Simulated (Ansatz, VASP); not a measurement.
## Mo in VASP and in Ansatz

File INCAR:

```
  PREC = Accurate
  ENCUT = 520
  EDIFF = 1E-6
  ISMEAR = 0
  SIGMA = 0.15
  LREAL = False
  LASPH = True
  NELM = 100
  ALGO = Normal
  ISIF = 2
  LWAVE = False
  LCHARG = True
  GGA = CA
  LELF = True
  LVHAR = True
  NBANDS = 13
```

The input KPOINTS:

```
Automatic mesh
0
Gamma
  20 20 20
```

POSCAR

```
Mo
1.0
   -1.4986680873      1.4986680873      1.6697155323
    1.4986680873     -1.4986680873      1.6697155323
    1.4986680873      1.4986680873     -1.6697155323
Mo
1
Direct
    0.0000000000      0.0000000000      0.0000000000
```

Input for Ansatz:

```yaml
crystal:
  lattice:
    - [-1.4986680873, 1.4986680873, 1.6697155323]
    - [1.4986680873, -1.4986680873, 1.6697155323]
    - [1.4986680873, 1.4986680873, -1.6697155323]
  atoms:
    - { symbol: Mo, position: [0.0, 0.0, 0.0] }
basis:
  ecutwfc: 420
kpoints:
  mp_grid: { grid: [20, 20, 20] }
hamiltonian:
  xc: lda
  pseudopotentials: { kind: paw, azcp: { folder: soft_1 } }
scf:
  occupations: { method: gaussian, width: 0.15 }
output:
  forces: true
  stress: true
  eigenvalues: true
  write_density: true
  write_potential: true
  elf: true
  volumetric_format: npy
```

Change from the starting cell: strain +e along x and -e along y +0.0000, strain +e along z and -e/2 along x and y +0.0733.

Alike in both runs: task single point; functional LDA; k mesh 20 × 20 × 20; occupations gaussian, width 0.15 eV; no spin polarisation.

|  | VASP | Ansatz |
| --- | --- | --- |
| version | VASP 6.6.1 | Ansatz 0.2.0 |
| potentials or method | VASP PAW LDA potentials, release 64 (Mo_sv), cutoff 520 eV | scalar-relativistic, plane waves, PAW |
| valence electrons in the cell | 14 | 14 |

Ansatz gave:

```
gap on the k mesh at the Fermi level (eV)                     : none
pressure (GPa)                                                : 2.6
traceless stress, the component that is largest in VASP (GPa) : -20.08
```

Problem. What did VASP give for the same quantities?

Solution. gap on the k mesh at the Fermi level (eV): none; pressure (GPa): 3.8; traceless stress, the component that is largest in VASP (GPa): -20.08.

Ansatz warns that its potentials were made for another functional, while VASP's fit it. LDA's correlation is that of Perdew and Zunger in VASP and of Perdew and Wang (1992) in Ansatz. A gap of «none» marks a metal or a gap that the smearing closes.
